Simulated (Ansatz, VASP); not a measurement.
## CdSe: VASP beside Ansatz

Contents of INCAR:

```
SYSTEM = CdSe
PREC = Accurate ; ENCUT = 520
EDIFF = 1E-6 ; ISMEAR = 0
SIGMA = 0.05 ; LREAL = .FALSE.
LASPH = .TRUE. ; NELM = 80
ALGO = Normal ; ISIF = 2
LWAVE = .FALSE. ; LCHARG = .FALSE.
GGA = PS ; NBANDS = 16
```

The input KPOINTS:

```
regular mesh
0
G
  10 10 10
  0 0 0
```

File POSCAR:

```
CdSe
1.0
   -0.3345440567      3.4975060475      3.0413096065
    3.0413096065     -0.3345440567      3.0413096065
    2.7067655498      3.1629619908      0.0000000000
Cd Se
1 1
Direct
    0.0000000000      0.0000000000      0.0000000000
    0.7500000000      0.7500000000      0.7500000000
```

Input for Ansatz:

```yaml
crystal:
  lattice:
    - [-0.3345440567, 3.4975060475, 3.0413096065]
    - [3.0413096065, -0.3345440567, 3.0413096065]
    - [2.7067655498, 3.1629619908, 0.0]
  atoms:
    - { symbol: Cd, position: [0.0, 0.0, 0.0] }
    - { symbol: Se, position: [0.75, 0.75, 0.75] }
basis:
  ecutwfc: 420
kpoints:
  mp_grid: { grid: [10, 10, 10] }
hamiltonian:
  xc: pbesol
scf:
  occupations: { method: gaussian, width: 0.05 }
output:
  forces: true
  stress: true
  eigenvalues: true
  write_density: true
  write_potential: true
  elf: true
  volumetric_format: npy
```

Change from the starting cell: engineering shear strain xz -0.2200, normal strain along z +0.1500.

Alike in both runs: task single point; functional PBEsol; k mesh 10 × 10 × 10; occupations gaussian, width 0.05 eV; no spin polarisation.

|  | VASP | Ansatz |
| --- | --- | --- |
| version | VASP 6.6.1 | Ansatz 0.2.0 |
| potentials or method | VASP PAW PBE potentials, release 64 (Cd, Se), cutoff 520 eV | scalar-relativistic, plane waves, PAW |
| valence electrons in the cell | 18 | 36 |

```csv
,VASP,Ansatz,Ansatz less VASP
gap on the k mesh at the Fermi level (eV),0.32,0.32,+0.003
least direct gap on the mesh (eV),0.32,0.32,+0.003
pressure (GPa),-3.0,-3.2,-0.22
"traceless stress, the component that is largest in VASP (GPa)",5.04,4.89,-0.150
rms of the force components (eV/Å),0.284,0.262,-0.0218
```

VASP's potentials were made for PBE, not for PBEsol. Atom by atom the forces differ by 0.022 eV/Å (rms over components). With one functional, cell and mesh, what is left measures potentials, basis and numerics. VASP's potentials hold 18 valence electrons a cell and Ansatz's 36, so a difference there can come from the potentials and not from the codes.
